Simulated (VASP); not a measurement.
Ga, 2 atoms in the cell. The structure is monoclinic, space group C2/c (No. 15). Conventional cell: a = 2.794 Å, b = 8.134 Å, c = 3.332 Å, α = 90.00°, β = 92.04°, γ = 90.00°. Ga (site symmetry 2) has 10 Ga at 2.70 to 3.33 Å within 3.6 Å.  This cell differs from its parent crystal: equal xx and yy strain of +1 %.

```yaml
Program: VASP 6.6.1
Task: single point
Functional: PBE
Potentials_or_basis: VASP PAW PBE potentials, release 64 (Ga_d)
Cutoff: 520 eV
k_mesh: 14 × 14 × 11
Occupations: fermi-dirac, width 0.03 eV
Spin: no spin polarisation
Dipole_correction: no
Further_INCAR_settings: ALGO = Normal; EDIFF = 1e-06; NBANDS = 20
```

Potentials or basis: VASP PAW PBE potentials, release 64 (Ga_d).

Run with:

```bash
$ cat potpaw_PBE.64/Ga_d/POTCAR > POTCAR
$ mpirun -np 1 vasp_std > vasp.out
```

Hardware: 1 thread of Oxide Virtual Turin-like Processor, with other jobs on the host.

Task: How long does it take, and how much memory?

Result: It took 9.5 min on 1 thread of Oxide Virtual Turin-like Processor, with other jobs on the host, peak memory 0.42 GiB. Counts: scf iterations 11, k points 582.
